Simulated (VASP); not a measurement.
# Si8C7 (a cell with a defect) in VASP: further runs, part 2 of 2

VASP 6.6.1.

## 3. Single point, PBE

INCAR reads:

```
SYSTEM = Si8C7
PREC = Accurate
ENCUT = 520
EDIFF = 1E-6
ISMEAR = 0
SIGMA = 0.05
LREAL = Auto
LASPH = .True.
NELM = 80
ALGO = Normal
ISIF = 2
LWAVE = .False.
LCHARG = .False.
GGA = PE
NBANDS = 43
NELECT = 56.0
```

KPOINTS reads:

```
regular mesh
0
Gamma
  6 6 6
  0 0 0
```

POSCAR reads:

```
Si8C7
1.0
   -4.3794502696     -4.3794502696      0.0000000000
    0.0000000000     -4.3794502696      4.3794502696
   -4.3794502696      0.0000000000      4.3794502696
Si C
8 7
Direct
    0.5000000000      0.5000000000      0.0000000000
    0.0000000000      0.5000000000      0.0000000000
    0.5000000000      0.0000000000      0.0000000000
    0.0000000000      0.0000000000      0.0000000000
    0.5000000000      0.5000000000      0.5000000000
    0.0000000000      0.5000000000      0.5000000000
    0.5000000000      0.0000000000      0.5000000000
    0.0000000000      0.0000000000      0.5000000000
    0.7500000000      0.2942699154      0.4557300846
    0.3750000000      0.8750000000      0.3750000000
    0.8750000000      0.8750000000      0.3750000000
    0.3750000000      0.3750000000      0.8750000000
    0.8750000000      0.3750000000      0.8750000000
    0.3750000000      0.8750000000      0.8750000000
    0.8750000000      0.8750000000      0.8750000000
```

Potentials or basis: VASP PAW PBE potentials, release 64 (Si, C).

Launch:

```
cat potpaw_PBE.64/Si/POTCAR potpaw_PBE.64/C/POTCAR > POTCAR
mpirun -np 1 vasp_std > vasp.out
```

OUTCAR:

```text
SYSTEM = Si8C7
   PREC = Accurate
   ENCUT = 520
   EDIFF = 1E-6
   ISMEAR = 0
   LREAL = Auto
   LASPH = .True.
   NELM = 80
   ISIF = 2
   GGA = PE
   NELECT = 56.0

 ion  position               nearest neighbor table
   1  0.500  0.500  0.000-  12 1.90  13 1.90  14 1.90   2 3.10   3 3.10   5 3.10   5 3.10   6 3.10
                             7 3.10   3 3.10   4 3.10   7 3.10   2 3.10   4 3.10   6 3.10
   2  0.000  0.500  0.000-  13 1.90  12 1.90  15 1.90   9 2.45   4 3.10   6 3.10   1 3.10   5 3.10
                             6 3.10   8 3.10   3 3.10   4 3.10   8 3.10   1 3.10   3 3.10   5 3.10
   3  0.500  0.000  0.000-  14 1.90  12 1.90  10 1.90  15 1.90   4 3.10   7 3.10   1 3.10   5 3.10
                             7 3.10   8 3.10   1 3.10   2 3.10   5 3.10   2 3.10   4 3.10   8 3.10
   4  0.000  0.000  0.000-  15 1.90  13 1.90  14 1.90  11 1.90   3 3.10   8 3.10   2 3.10   6 3.10
                             7 3.10   8 3.10   1 3.10   2 3.10   6 3.10   1 3.10   3 3.10   7 3.10
   5  0.500  0.500  0.500-   9 1.43  10 1.90  12 1.90   1 3.10   6 3.10   7 3.10   1 3.10   2 3.10
                             3 3.10   3 3.10   7 3.10   8 3.10   2 3.10   6 3.10   8 3.10
   6  0.000  0.500  0.500-  11 1.90  13 1.90   8 3.10   2 3.10   5 3.10   1 3.10   2 3.10   4 3.10
                             4 3.10   7 3.10   8 3.10   1 3.10   5 3.10   7 3.10
   7  0.500  0.000  0.500-  10 1.90  11 1.90  14 1.90   3 3.10   5 3.10   8 3.10   1 3.10   3 3.10
                             4 3.10   1 3.10   5 3.10   6 3.10   4 3.10   6 3.10   8 3.10
   8  0.000  0.000  0.500-   9 1.70  11 1.90  10 1.90  15 1.90   6 3.10   7 3.10   4 3.10   2 3.10
                             3 3.10   4 3.10   2 3.10   5 3.10   6 3.10   3 3.10   5 3.10   7 3.10
   9  0.750  0.294  0.456-   5 1.43   8 1.70   2 2.45
  10  0.375  0.875  0.375-   7 1.90   5 1.90   3 1.90   8 1.90
  11  0.875  0.875  0.375-   8 1.90   6 1.90   7 1.90   4 1.90
  12  0.375  0.375  0.875-   1 1.90   2 1.90   3 1.90   5 1.90
  13  0.875  0.375  0.875-   2 1.90   1 1.90   4 1.90   6 1.90
  14  0.375  0.875  0.875-   3 1.90   1 1.90   4 1.90   7 1.90
  15  0.875  0.875  0.875-   4 1.90   3 1.90   2 1.90   8 1.90

  LATTYP: Found a face centered cubic cell.
 ALAT       =     8.7589005392
[... 202 lines left out ...]
  ext. energy  EPLUGINS =         0.00000000
  ---------------------------------------------------
  free energy    TOTEN  =      -132.43106109 eV

  energy without entropy =     -132.42327192  energy(sigma->0) =     -132.42716650

 E-fermi :   6.9147     XC(G=0): -10.8141

 val. band max:        6.9145626185   @ k =   0.5000   0.5000   0.1667
 cond. band min:       6.9229982998   @ k =   0.3333   0.5000   0.1667
 fundamental gap:      0.0084356814
 Fermi energy:         6.9147006386

 k-point     1 :       0.0000    0.0000    0.0000
  band No.  band energies     occupation
      1      -7.4353      2.00000
      2      -4.6971      2.00000
      3      -4.2423      2.00000
      4      -4.0792      2.00000
      5      -3.4210      2.00000
      6      -3.0569      2.00000
[... 1021 lines left out ...]
     39      13.6552      0.00000
     40      13.7214      0.00000

 [... further k-points ...]

 [bands above 40 left out]

------------------------ aborting loop because EDIFF is reached ----------------------------------------

  FORCE on cell =-STRESS in cart. coord.  units (eV):
  Direction    XX          YY          ZZ          XY          YZ          ZX
  --------------------------------------------------------------------------------------
  -------------------------------------------------------------------------------------
  Total      -32.7008818    -47.7989581    -27.8040963      2.4513206      0.9422880     14.9102699
  in kB     -311.8754957   -455.8691670   -265.1737759     23.3787836      8.9868073    142.2025204
  external PRESSURE =    -344.3061462 kB  Pullay stress =       0.0000000 kB

 VOLUME and BASIS-vectors are now :
 -----------------------------------------------------------------------------
  energy-cutoff  :      520.00
  volume of cell :      167.99
      direct lattice vectors                 reciprocal lattice vectors
    -4.379450270 -4.379450270  0.000000000    -0.114169580 -0.114169580 -0.114169580
     0.000000000 -4.379450270  4.379450270     0.114169580 -0.114169580  0.114169580
    -4.379450270  0.000000000  4.379450270    -0.114169580  0.114169580  0.114169580

 POSITION                                       TOTAL-FORCE (eV/Angst)
 -----------------------------------------------------------------------------------
     -2.18973     -4.37945      2.18973         1.467201     -0.951116     -0.924621
      0.00000     -2.18973      2.18973         1.007128     -0.233719     -0.500680
     -2.18973     -2.18973      0.00000         0.109768      0.043722     -0.002710
      0.00000      0.00000      0.00000        -0.098465     -0.106671      0.062252
     -4.37945     -4.37945      4.37945        12.009474      2.288206     16.479925
     -2.18973     -2.18973      4.37945         0.244437      0.357750      1.155731
     -4.37945     -2.18973      2.18973        -1.157131      1.314627     -0.928838
     -2.18973      0.00000      2.18973        -2.741645      1.457616     -2.711774
     -5.28043     -4.57333      3.28459        -9.803892     -6.765365    -13.187576
     -3.28459     -5.47431      5.47431         0.801060     -0.293312      0.158805
     -5.47431     -7.66404      5.47431         0.494585      0.409231     -1.381679
     -5.47431     -3.28459      5.47431        -0.854186      1.360790      1.054757
     -7.66404     -5.47431      5.47431        -0.543410      0.448231     -0.143795
     -5.47431     -5.47431      7.66404        -0.023633     -0.164263      0.431464
     -7.66404     -7.66404      7.66404        -0.911290      0.834274      0.438738
 -----------------------------------------------------------------------------------
    total drift:                                0.003810     -0.005677     -0.000010

  FREE ENERGIE OF THE ION-ELECTRON SYSTEM (eV)
  ---------------------------------------------------
  free  energy   TOTEN  =      -132.4310610913 eV

  energy  without entropy=     -132.4232719170  energy(sigma->0) =     -132.42716650
```

OSZICAR:

```text
N       E                     dE             d eps       ncg     rms          rms(c)
DAV:   1     0.113815350900E+03    0.11382E+03   -0.24710E+04  9632   0.114E+03
DAV:   2    -0.128386262767E+03   -0.24220E+03   -0.23013E+03 11847   0.201E+02
DAV:   3    -0.145588753846E+03   -0.17202E+02   -0.16981E+02 12072   0.506E+01
DAV:   4    -0.145914448081E+03   -0.32569E+00   -0.32493E+00 12296   0.791E+00
DAV:   5    -0.145920689978E+03   -0.62419E-02   -0.62387E-02 12357   0.107E+00    0.245E+01
DAV:   6    -0.132569079946E+03    0.13352E+02   -0.69055E+01 11135   0.230E+01    0.107E+01
DAV:   7    -0.132530149544E+03    0.38930E-01   -0.68161E+00 11432   0.959E+00    0.566E+00
DAV:   8    -0.132466073982E+03    0.64076E-01   -0.10902E+00 11465   0.398E+00    0.353E+00
DAV:   9    -0.132429466338E+03    0.36608E-01   -0.30745E-01 11672   0.204E+00    0.121E+00
DAV:  10    -0.132431100768E+03   -0.16344E-02   -0.37458E-02 11199   0.886E-01    0.361E-01
DAV:  11    -0.132430905201E+03    0.19557E-03   -0.48422E-03 12416   0.305E-01    0.236E-01
DAV:  12    -0.132431053111E+03   -0.14791E-03   -0.12802E-03 11559   0.152E-01    0.103E-01
DAV:  13    -0.132431062024E+03   -0.89127E-05   -0.27577E-04 12464   0.708E-02    0.393E-02
DAV:  14    -0.132431061092E+03    0.93103E-06   -0.53848E-05 11562   0.308E-02    0.170E-02
DAV:  15    -0.132431061091E+03    0.11678E-08   -0.94507E-06 11376   0.130E-02
   1 F= -.13243106E+03 E0= -.13242717E+03  d E =-.778917E-02
```

It took 40 min on 1 thread of Intel Xeon 8259CL, shared host; peak memory 0.63 GiB.

What came out:

```yaml
Free_energy: -132.4311 eV
Largest_force: 20.520 eV/Å
```

Forces in eV/Å, atoms in the order of the input:
```
Si    1.467  -0.951  -0.925
Si    1.007  -0.234  -0.501
Si    0.110   0.044  -0.003
Si   -0.098  -0.107   0.062
Si   12.009   2.288  16.480
Si    0.244   0.358   1.156
Si   -1.157   1.315  -0.929
Si   -2.742   1.458  -2.712
C    -9.804  -6.765 -13.188
C     0.801  -0.293   0.159
C     0.495   0.409  -1.382
C    -0.854   1.361   1.055
C    -0.543   0.448  -0.144
C    -0.024  -0.164   0.431
C    -0.911   0.834   0.439
```

Levels at points of the mesh, in eV from the Fermi level:
```tsv
k point	band 26	band 27	band 28	band 29	band 30	band 31
(0.00, 0.00, 0.00)	-0.01	0.13	0.36	0.60	1.73	2.71
(0.50, 0.00, 0.00)	-0.71	-0.63	-0.40	0.04	1.15	2.82
(0.00, 0.50, 0.00)	-0.94	-0.20	0.16	0.30	0.62	2.48
(0.00, 0.00, 0.50)	-0.97	-0.27	0.14	0.19	0.60	2.38
(0.50, 0.50, 0.50)	-0.72	-0.63	-0.31	0.28	0.85	2.80
(0.50, 0.50, 0.00)	-0.77	-0.71	-0.38	0.11	0.83	2.21
(0.00, 0.50, 0.50)	-0.64	-0.55	-0.53	-0.08	0.22	2.58
(0.50, 0.00, 0.50)	-0.77	-0.74	-0.53	0.31	0.98	2.42
```

Caveat: the cell carries a net charge on a neutralising background, which shifts energy and pressure; the cell differs from its parent crystal (atoms taken out, atom 9 moved 0.250 of the way to it and -0.500 Å across, host rigid); the cell is charged against a uniform background, so pressure and absolute levels hang on convention.
